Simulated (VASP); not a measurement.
Write the native input for VASP 6.6.1 that does the following.

```yaml
Task: relaxation of volume and atoms at fixed shape
Functional: LDA
Potentials_or_basis: VASP PAW LDA potentials, release 64 (Pb_d)
Cutoff: 500 eV
k_mesh: 9 × 9 × 9
Occupations: fermi-dirac, width 0.1 eV
Spin: no spin polarisation
Dipole_correction: no
Further_INCAR_settings: ALGO = Normal; EDIFF = 1e-07; IBRION = 2; EDIFFG = -0.01; NSW = 80; ISIF = 8
```

The structure of Pb lies in POSCAR:

```
Pb
1.0
    3.5002070000      0.0000000000      0.0000000000
    1.7501035000      3.0312681805      0.0000000000
    1.7501035000      1.0104227268      2.8579070480
Pb
1
Direct
    0.0000000000      0.0000000000      0.0000000000
```

One way to write it, as run:

INCAR

```
PREC = Accurate
ENCUT = 500
EDIFF = 1E-7
ISMEAR = -1
SIGMA = 0.1
LREAL = False
LASPH = True
NELM = 120
ALGO = Normal
ISIF = 8
LWAVE = False
LCHARG = False
GGA = CA
IBRION = 2
NSW = 80
EDIFFG = -0.01
GGA_COMPAT = False
NELMIN = 4
```

KPOINTS

```
regular mesh
0
Gamma
  9 9 9
```

Potentials or basis: VASP PAW LDA potentials, release 64 (Pb_d).

The run is started by

```sh
$ cat potpaw_LDA.64/Pb_d/POTCAR > POTCAR
$ mpirun -np 1 vasp_std > vasp.out
```

Results of the run:

| Property | Result |
| --- | --- |
| Relaxed volume | 29.04 Å³/atom |
| Relaxed cell | a = 3.450 Å, b = 3.450 Å, c = 3.450 Å, α = 60.00°, β = 60.00°, γ = 60.00° |
| Space group after relaxing (to 0.1 Å) | Fm-3m (No. 225) |
| Energy gained by relaxing | 8.7 meV/atom |
| Ionic steps | 3 |
| Pressure after relaxing | 0.0 GPa |
| Band gap on the k mesh | zero (bands 7 and 8 overlap by 9.33 eV) |

Caveat: spin-orbit coupling is left out, which moves the levels of the heavy elements.

Run time: 11 s on 1 thread of Intel(R) Xeon(R) 6975P-C (Granite Rapids), with other jobs on the host, peak memory 0.14 GiB.
